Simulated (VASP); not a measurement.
**Li15O8 (a cell with a defect): single point with LDA**

System: Li15O8 (a cell with a defect).

```
CELL_PARAMETERS angstrom
0.00000 4.70220 4.70220
4.70220 0.00000 4.70220
4.70220 4.70220 0.00000
ATOMIC_POSITIONS crystal
Li 0.10460 0.14277 0.09792
Li 0.25677 0.19227 0.34773
Li 0.33682 0.41000 0.94966
Li 0.35966 0.51663 0.28816
Li 0.43010 0.83988 0.28278
Li 0.15852 0.65578 0.61227
Li 0.38360 0.85772 0.79662
Li 0.74909 0.15271 0.16393
Li 0.90914 0.41594 0.29198
Li 0.55937 0.14956 0.66725
Li 0.89247 0.33258 0.78107
Li 0.74532 0.57598 0.05503
Li 0.89363 0.78211 0.27154
Li 0.64730 0.60073 0.58901
Li 0.94541 0.94573 0.75418
O 0.08935 0.05184 0.83821
O 0.11499 0.01604 0.38907
O 0.01192 0.62729 0.89627
O 0.01122 0.47187 0.45788
O 0.44539 0.07152 0.98781
O 0.52010 0.01353 0.46132
O 0.60262 0.52717 0.93183
O 0.47985 0.53891 0.46851
```

```json
{"Program": "VASP 6.6.1", "Task": "single point", "Functional": "LDA", "Potentials or basis": "VASP PAW LDA potentials, release 64 (Li_sv, O)", "Cutoff": "520 eV", "k mesh": "2 × 2 × 2", "Occupations": "fermi-dirac, width 0.05 eV", "Spin": "no spin polarisation"}
```

The largest force is 4.088 eV/Å.

Forces in eV/Å, atoms in the order of the input:
```
Li  -2.522  0.336  1.226
Li   0.752  1.805 -0.189
Li  -0.610 -0.460  0.595
Li  -0.347 -0.135 -0.582
Li   1.025 -0.621  1.114
Li  -1.258 -1.313  0.653
Li   0.161  0.337  0.500
Li   0.573 -1.336 -0.956
Li   0.344  1.017 -0.427
Li  -0.314 -1.278  0.026
Li  -0.109 -0.613  1.376
Li   0.612 -2.206 -0.055
Li  -0.259  0.124  0.622
Li   0.587 -0.158 -0.026
Li   0.386  0.168  0.755
O    2.744  1.522 -2.620
O    1.696 -1.458 -3.118
O    1.121  3.303 -2.029
O   -0.353 -1.596  1.404
O   -0.351  0.077  1.597
O   -1.861  1.061  1.616
O    0.070 -0.261 -2.122
O   -2.087  1.684  0.641
```

Levels at points of the mesh, in eV from the Fermi level:
```csv
k point,band 43,band 44,band 45,band 46,band 47,band 48,band 49,band 50,band 51,band 52
"(0.00, 0.00, 0.00)",-1.92,-1.88,-1.50,-1.45,-1.22,1.54,2.34,2.82,3.35,3.98
"(0.50, 0.00, 0.00)",-2.11,-1.88,-1.70,-1.48,-1.39,2.07,3.08,3.28,3.73,3.80
"(0.00, 0.50, 0.00)",-2.13,-2.00,-1.54,-1.44,-1.21,2.05,3.00,3.22,3.54,4.16
"(0.00, 0.00, 0.50)",-1.96,-1.78,-1.72,-1.44,-1.27,1.92,3.04,3.37,3.62,4.07
"(0.50, 0.50, 0.50)",-2.16,-1.93,-1.78,-1.48,-1.23,2.03,3.14,3.41,3.67,3.84
"(0.50, 0.50, 0.00)",-2.15,-1.98,-1.69,-1.52,-1.36,2.02,3.23,3.56,3.85,4.26
"(0.00, 0.50, 0.50)",-2.24,-1.88,-1.76,-1.46,-1.37,2.04,3.13,3.42,3.90,4.20
"(0.50, 0.00, 0.50)",-1.97,-1.93,-1.72,-1.34,-1.25,2.14,2.89,3.53,3.71,4.07
```

Wall time 7.2 min on 1 thread of Intel(R) Xeon(R) Platinum 8488C (Sapphire Rapids), on a shared host, peak memory 0.29 GiB.

Caveat: the k points lie up to 0.58 Å⁻¹ apart; the cell carries a net charge on a neutralising background, which shifts energy and pressure; the cell is charged against a uniform background, so pressure and absolute levels hang on convention; the atoms stand as in a frame of molecular dynamics.
